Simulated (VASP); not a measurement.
Here is a VASP 6.6.1 calculation.

Contents of INCAR:

```
SYSTEM = Al4N3
  PREC = Accurate
  ENCUT = 520
  EDIFF = 1E-6
  ISMEAR = 0
  SIGMA = 0.2
  LREAL = .False.
  LASPH = .True.
  NELM = 100
  ALGO = Normal
  ISIF = 2
  LWAVE = .False.
  LCHARG = .False.
  GGA = PE
  NBANDS = 22
```

The input KPOINTS:

```
Automatic mesh
0
Gamma
  4 4 4
  0 0 0
```

Contents of POSCAR:

```
Al4N3
1.0
    4.3800077176      0.0000000000      0.0000000000
    0.0000000000      4.3800077176      0.0000000000
    0.0000000000      0.0000000000      4.3800077176
Al N
4 3
Direct
    0.7538590999      0.7538590999      0.2461409001
    0.2461409001      0.2461409001      0.2461409001
    0.7538590999      0.2461409001      0.7538590999
    0.2461409001      0.7538590999      0.7538590999
    0.5000000000      0.0000000000      0.5000000000
    0.0000000000      0.5000000000      0.5000000000
    0.5000000000      0.5000000000      0.0000000000
```

Potentials or basis: VASP PAW PBE potentials, release 64 (Al, N).

Run with:

```console
$ cat potpaw_PBE.64/Al/POTCAR potpaw_PBE.64/N/POTCAR > POTCAR
$ mpirun -np 1 vasp_std > vasp.out
```

Problem. What does it give for the largest force?

Solution. 0.041 eV/Å.

Problem. Estimate the pressure.

Solution. -0.2 GPa.

Forces on the atoms (eV/Å):
```
Al  -0.024 -0.024  0.024
Al   0.024  0.024  0.024
Al  -0.024  0.024 -0.024
Al   0.024 -0.024 -0.024
N    0.000  0.000  0.000
N    0.000  0.000  0.000
N    0.000  0.000  0.000
```
